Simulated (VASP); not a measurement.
# Ta3N (Cm) in VASP: single point with PBE

Aim: the single point of Ta3N with PBE.

All numbers are computed with VASP 6.6.1; they aren't measurements. Logs are shortened: lines on timing, memory, paths and dates and some standing lists are left out, and cuts for length are marked.

### 1 The cell of the first run

It takes space group Cm (No. 8, monoclinic). Conventional cell: a = 5.234 Å, b = 3.022 Å, c = 7.558 Å, α = 90.00°, β = 90.00°, γ = 90.00°. Within 4.0 Å of Ta (site symmetry m) lie 12 Ta at 3.02 Å and 2 N at 3.63 to 3.93 Å. Within 2.7 Å of Ta (site symmetry m) lie 3 N at 2.05 to 2.19 Å. Within 2.9 Å of Ta (site symmetry m) lie 3 N at 2.20 to 2.32 Å. Within 2.7 Å of N (site symmetry m) lie 6 Ta at 2.05 to 2.32 Å.

### 2 Single point, PBE

INCAR reads:

```
SYSTEM = Ta3N
PREC     = Accurate       ! precision mode
ENCUT    = 520            ! plane-wave cutoff, eV
EDIFF    = 1E-6           ! SCF threshold, eV
ISMEAR   = 0              ! smearing method
SIGMA    = 0.15           ! smearing width, eV
LREAL    = .False.        ! projectors in reciprocal space
LASPH    = .True.         ! aspherical terms in the spheres
NELM     = 60             ! most SCF steps
ALGO     = Normal         ! electronic algorithm
ISIF     = 2              ! what is computed and relaxed
LWAVE    = .False.        ! write WAVECAR
LCHARG   = .True.         ! write CHGCAR
GGA      = PE             ! functional
LELF     = .True.         ! ELF
LVHAR    = .True.       
NBANDS   = 27             ! bands
```

KPOINTS reads:

```
Automatic mesh
0
Gamma
  18 18 6
  0 0 0
```

POSCAR reads:

```
Ta3N
1.0
    3.0217748255      0.0000000000      0.0000000000
   -1.5108874128      2.6169337634      0.0000000000
    0.0000000000      0.0000000000      7.5575881873
Ta N
3 1
Direct
   -0.0413712766     -0.0206856383      0.4797443161
    0.2919620568      0.6459810284      0.1533393708
    0.6252953901      0.3126476951      0.8061492614
    0.0000000000      0.0000000000      0.0000000000
```

Potentials or basis: VASP PAW PBE potentials, release 64 (Ta_pv, N).

The run is started by

```console
cat potpaw_PBE.64/Ta_pv/POTCAR potpaw_PBE.64/N/POTCAR > POTCAR
mpirun -np 1 vasp_std > vasp.out
```

OUTCAR:

```text
SYSTEM = Ta3N
   PREC = Accurate
   ENCUT = 520
   EDIFF = 1E-6
   ISMEAR = 0
   LREAL = .False.
   LASPH = .True.
   NELM = 60
   ISIF = 2
   GGA = PE

 ion  position               nearest neighbor table
   1  0.959  0.979  0.480-   2 3.02   3 3.02   3 3.02   2 3.02   3 3.02   2 3.02
   2  0.292  0.646  0.153-   4 2.05   4 2.05   4 2.19   1 3.02   1 3.02   1 3.02   3 3.15   3 3.15
                             3 3.15
   3  0.625  0.313  0.806-   4 2.20   4 2.32   4 2.32   1 3.02   1 3.02   1 3.02   2 3.15   2 3.15
                             2 3.15
   4  0.000  0.000  0.000-   2 2.05   2 2.05   2 2.19   3 2.20   3 2.32   3 2.32

  LATTYP: Found a hexagonal cell.
 ALAT       =     3.0217748255
 C/A-ratio  =     2.5010428055

  Lattice vectors:

 A1 = (   3.0217748255,   0.0000000000,   0.0000000000)
 A2 = (  -1.5108874128,   2.6169337634,   0.0000000000)
 A3 = (   0.0000000000,   0.0000000000,   7.5575881873)

Analysis of symmetry for initial positions (statically):
=====================================================================
 Subroutine PRICEL returns:
 Original cell was already a primitive cell.

 Routine SETGRP: Setting up the symmetry group for a
 hexagonal supercell.

 Subroutine GETGRP returns: Found  2 space group operations
 (whereof  2 operations were pure point group operations)
 out of a pool of 24 trial point group operations.

The static configuration has the point symmetry C_1h.

Analysis of symmetry for dynamics (positions and initial velocities):
=====================================================================
 Subroutine PRICEL returns:
 Original cell was already a primitive cell.

 Routine SETGRP: Setting up the symmetry group for a
 hexagonal supercell.

 Subroutine GETGRP returns: Found  2 space group operations
 (whereof  2 operations were pure point group operations)
 out of a pool of 24 trial point group operations.

The dynamic configuration has the point symmetry C_1h.

 Subroutine INISYM returns: Found  2 space group operations
 (whereof  2 operations are pure point group operations),
 and found     1 'primitive' translations

----------------------------------------------------------------------------------------

                                     Primitive cell

  volume of cell :      59.7638

  direct lattice vectors                    reciprocal lattice vectors
     3.021774826  0.000000000  0.000000000     0.330931343  0.191063300  0.000000000
    -1.510887413  2.616933763  0.000000000     0.000000000  0.382126599  0.000000000
     0.000000000  0.000000000  7.557588187     0.000000000  0.000000000  0.132317345

  length of vectors
     3.021774826  3.021774826  7.557588187     0.382126599  0.382126599  0.132317345

  position of ions in fractional coordinates (direct lattice)
     0.958628723  0.979314362  0.479744316
     0.291962057  0.645981028  0.153339371
     0.625295390  0.312647695  0.806149261
     0.000000000  0.000000000  0.000000000

  ion indices of the primitive-cell ions
   primitive index   ion index
                 1           1
                 2           2
                 3           3
                 4           4

----------------------------------------------------------------------------------------

 KPOINTS: Automatic mesh

Automatic generation of k-mesh.
 Grid dimensions read from file:
 generate k-points for:   18   18    6

 Generating k-lattice:

  Cartesian coordinates                     Fractional coordinates (reciprocal lattice)
     0.018385075  0.010614628  0.000000000     0.055555556  0.000000000  0.000000000
     0.000000000  0.021229256  0.000000000     0.000000000  0.055555556  0.000000000
     0.000000000  0.000000000  0.022052891     0.000000000  0.000000000  0.166666667

  Length of vectors
     0.021229256  0.021229256  0.022052891

  Shift w.r.t. Gamma in fractional coordinates (k-lattice)
     0.000000000  0.000000000  0.000000000

 Subroutine IBZKPT returns following result:
 ===========================================

 Found    524 irreducible k-points:

 Following reciprocal coordinates:
            Coordinates               Weight
  0.000000  0.000000  0.000000      1.000000
  0.055556 -0.000000  0.000000      2.000000
  0.000000  0.055556  0.000000      4.000000
  0.111111 -0.000000  0.000000      2.000000
  0.000000  0.111111  0.000000      4.000000
  0.166667 -0.000000  0.000000      2.000000
[... 16 lines left out ...]
 -0.055556  0.166667  0.000000      4.000000
 -0.166667  0.111111  0.000000      4.000000
 [... further k-points ...]
   k-points           NKPTS =    524   k-points in BZ     NKDIM =    524   number of bands    NBANDS=     27
   number of dos      NEDOS =    301   number of ions     NIONS =      4
   total plane-waves  NPLWV =  32256
   dimension x,y,z NGX =    24 NGY =   24 NGZ =   56
   dimension x,y,z NGXF=    48 NGYF=   48 NGZF=  112
   ions per type =               3   1
   NGX,Y,Z   is equivalent  to a cutoff of  13.20, 13.20, 12.32 a.u.
   NGXF,Y,Z  is equivalent  to a cutoff of  26.41, 26.41, 24.64 a.u.
 SYSTEM =  Ta3N
   PREC   = accura    normal or accurate (medium, high low for compatibility)
   ISTART =      0    job   : 0-new  1-cont  2-samecut
   ICHARG =      2    charge: 1-file 2-atom 10-const
   ISPIN  =      1    spin polarized calculation?
   LNONCOLLINEAR =      F non collinear calculations
   LSORBIT =      F    spin-orbit coupling
   LASPH  =      T    aspherical Exc in radial PAW
   ENCUT  =  520.0 eV  38.22 Ry    6.18 a.u.   5.62  5.62 14.05*2*pi/ulx,y,z
   NELM   =     60;   NELMIN=  2; NELMDL= -5     # of ELM steps
   EDIFF  = 0.1E-05   stopping-criterion for ELM
   LREAL  =      F    real-space projection
   EDIFFG = 0.1E-04   stopping-criterion for IOM
   NSW    =      0    number of steps for IOM
   IBRION =     -1    ionic relax: 0-MD 1-quasi-New 2-CG
   NFREE  =      0    steps in history (QN), initial steepest desc. (CG)
   ISIF   =      2    stress and relaxation
   ISYM   =      2    0-nonsym 1-usesym 2-fastsym
   POTIM  = 0.5000    time-step for ionic-motion
   TEBEG  =    0.0;   TEEND  =   0.0 temperature during run
   PSTRESS=    0.0 pullay stress
   NELECT =      38.0000    total number of electrons
   NUPDOWN=      -1.0000    fix difference up-down
   EMIN   =  10.00;   EMAX   =-10.00  energy-range for DOS
   EFERMI =   0.00;   METHOD = LEGACY
   ISMEAR =     0;   SIGMA  =   0.15  broadening in eV -4-tet -1-fermi 0-gaus
   EFERMI_NEDOS =   21; number of points for ismear=-14 and -15
   IALGO  =     38    algorithm
   IMIX   =      4    mixing-type and parameters
     AMIX     =   0.40;   BMIX     =  1.00
     AMIX_MAG =   1.60;   BMIX_MAG =  1.00
  volume/ion in A,a.u.               =      14.94       100.83
  Fermi-wavevector in a.u.,A,eV,Ry     =   1.407743  2.660248 26.963211  1.981740
  Thomas-Fermi vector in A             =   2.529971
   LORBIT       =      0    0 simple, 1 ext, 2 COOP (PROOUT), +10 PAW based schemes
   GGA     = PE    functional components
   LHFCALC =     F    Hartree Fock is set to
   AEXX    =    0.0000 exact exchange contribution
   IVDW    =     0    specifies the selected vdW correction
   LEPSILON=     F    determine dielectric tensor
   LRPA    =     F    only Hartree local field effects (RPA)
 non-spin polarized calculation
 Gauss-broadening in eV      SIGMA  =   0.15
  energy-cutoff  :      520.00
  volume of cell :       59.76
 maximum number of plane-waves:      1636
   NGX = 11   NGY = 11   NGZ = 29

 number of electron      37.9999998 magnetization

 Free energy of the ion-electron system (eV)
  ---------------------------------------------------
  ext. energy  EPLUGINS =         0.00000000
  ---------------------------------------------------
  free energy    TOTEN  =       -45.37618604 eV

  energy without entropy =      -45.33926535  energy(sigma->0) =      -45.35772569

 E-fermi :   6.6434     XC(G=0): -12.6933

 val. band max:        6.6427204387   @ k =   0.1111  -0.0000   0.3333
 cond. band min:       6.6434775399   @ k =   0.1111   0.0556   0.1667
 fundamental gap:      0.0007571012
 Fermi energy:         6.6434477524

 k-point     1 :       0.0000    0.0000    0.0000
  band No.  band energies     occupation
      1     -28.5277      2.00000
      2     -28.2136      2.00000
      3     -27.8904      2.00000
      4     -27.8840      2.00000
      5     -27.8605      2.00000
      6     -27.8307      2.00000
[... 19 lines left out ...]
     26       9.2039      0.00000
     27       9.9407      0.00000

 k-point     2 :       0.0556   -0.0000    0.0000
  band No.  band energies     occupation
      1     -28.5228      2.00000
      2     -28.2108      2.00000
      3     -27.9059      2.00000
      4     -27.8978      2.00000
      5     -27.8639      2.00000
      6     -27.8546      2.00000
[... 19 lines left out ...]
     26       9.2801      0.00000
     27      10.0863      0.00000

 k-point     3 :       0.0000    0.0556    0.0000
  band No.  band energies     occupation
      1     -28.5230      2.00000
      2     -28.2104      2.00000
      3     -27.9142      2.00000
      4     -27.8927      2.00000
      5     -27.8778      2.00000
      6     -27.8383      2.00000
[... 19 lines left out ...]
     26       9.3219      0.00000
     27      10.0961      0.00000

 k-point     4 :       0.1111   -0.0000    0.0000
  band No.  band energies     occupation
      1     -28.5090      2.00000
      2     -28.2050      2.00000
      3     -27.9659      2.00000
      4     -27.9223      2.00000
      5     -27.9180      2.00000
      6     -27.8748      2.00000
[... 19 lines left out ...]
     26       9.6454      0.00000
     27      10.3946      0.00000
[... 516 lines left out ...]
      4     -27.9939      2.00000
      5     -27.9247      2.00000
      6     -27.8910      2.00000
[... 19 lines left out ...]
     26       9.8680      0.00000
     27      10.5720      0.00000

 k-point    23 :      -0.0556    0.1667    0.0000
  band No.  band energies     occupation
      1     -28.4991      2.00000
      2     -28.2005      2.00000
      3     -28.0429      2.00000
      4     -28.0006      2.00000
      5     -27.9198      2.00000
      6     -27.8655      2.00000
[... 19 lines left out ...]
     26       9.9359      0.00000
     27      10.5817      0.00000

 k-point    24 :      -0.1667    0.1111    0.0000
  band No.  band energies     occupation
      1     -28.4979      2.00000
      2     -28.2023      2.00000
      3     -28.0292      2.00000
      4     -27.9930      2.00000
      5     -27.9228      2.00000
      6     -27.8810      2.00000
[... 19 lines left out ...]
     26       9.7855      0.00000
     27      10.5979      0.00000

 [... further k-points ...]
[... 5 lines left out ...]
  --------------------------------------------------------------------------------------
  -------------------------------------------------------------------------------------
  Total        0.7935590      1.3275321      0.7847977     -0.4624343      0.0382018      0.0661671
  in kB       21.2741268     35.5891459     21.0392487    -12.3971702      1.0241320      1.7738408
  external PRESSURE =      25.9675071 kB  Pullay stress =       0.0000000 kB

 VOLUME and BASIS-vectors are now :
 -----------------------------------------------------------------------------
  energy-cutoff  :      520.00
  volume of cell :       59.76
      direct lattice vectors                 reciprocal lattice vectors
     3.021774826  0.000000000  0.000000000     0.330931343  0.191063300  0.000000000
    -1.510887413  2.616933763  0.000000000     0.000000000  0.382126599  0.000000000
     0.000000000  0.000000000  7.557588187     0.000000000  0.000000000  0.132317345

 POSITION                                       TOTAL-FORCE (eV/Angst)
 -----------------------------------------------------------------------------------
      1.41713      2.56280      3.62571         0.026654      0.015389      0.191338
     -0.09376      1.69049      1.15888         0.695389      0.401483      1.415189
      1.41713      0.81818      6.09254         0.418603      0.241681      0.744534
      0.00000      0.00000      0.00000        -1.140646     -0.658552     -2.351060
 -----------------------------------------------------------------------------------
    total drift:                               -0.000029     -0.000017     -0.000297

  FREE ENERGIE OF THE ION-ELECTRON SYSTEM (eV)
  ---------------------------------------------------
  free  energy   TOTEN  =       -45.3761860394 eV

  energy  without entropy=      -45.3392653472  energy(sigma->0) =      -45.35772569
```

It took 14 min on 1 thread of Oxide Virtual Turin-like, shared host; peak memory 0.69 GiB.

What came out:

| Quantity | Value |
| --- | --- |
| Free energy | -45.3762 eV |
| Pressure | 2.6 GPa |
| Largest force | 2.695 eV/Å |
| Band gap on the k mesh | zero (band 19 reaches 7.31 eV, above the bottom of band 20 at 6.35 eV) |

Forces on the atoms (eV/Å):
```
Ta   0.027  0.015  0.191
Ta   0.695  0.401  1.415
Ta   0.419  0.242  0.745
N   -1.141 -0.659 -2.351
```

Stress tensor (GPa, compression positive):
```
 2.13 -1.24  0.18
-1.24  3.56  0.10
 0.18  0.10  2.10
```

Levels at points of the mesh, in eV from the Fermi level:
| k point | band 15 | band 16 | band 17 | band 18 | band 19 | band 20 | band 21 | band 22 | band 23 | band 24 |
| --- | --- | --- | --- | --- | --- | --- | --- | --- | --- | --- |
| (0.00, 0.00, 0.00) | -3.64 | -1.48 | -0.48 | -0.42 | -0.37 | 0.32 | 0.33 | 1.23 | 1.61 | 1.97 |
| (0.50, 0.00, 0.00) | -3.75 | -3.10 | -1.17 | -0.57 | 0.54 | 0.77 | 0.88 | 3.36 | 3.98 | 4.58 |
| (0.00, 0.50, 0.00) | -3.72 | -3.09 | -1.17 | -0.51 | 0.09 | 0.81 | 0.88 | 3.30 | 3.96 | 4.52 |
| (0.00, 0.00, 0.50) | -3.82 | -1.58 | -0.92 | -0.21 | -0.21 | 0.60 | 0.60 | 1.06 | 1.22 | 1.49 |
| (0.50, 0.00, 0.50) | -3.67 | -2.88 | -1.30 | -1.08 | 0.18 | 1.11 | 1.27 | 2.51 | 4.41 | 4.46 |
| (0.00, 0.50, 0.50) | -3.67 | -2.89 | -1.30 | -1.21 | 0.16 | 0.82 | 1.30 | 2.52 | 4.18 | 4.45 |

Caveat: the cell differs from its parent crystal (all Ta atoms moved +0.188 Å, as atom 1 towards its neighbour atom 2 (Ta) at 3.021 Å); spin-orbit coupling is left out, which moves the levels of the heavy elements; forces of over 1 eV/Å act on the atoms, so gaps and moduli don't describe the material at rest.
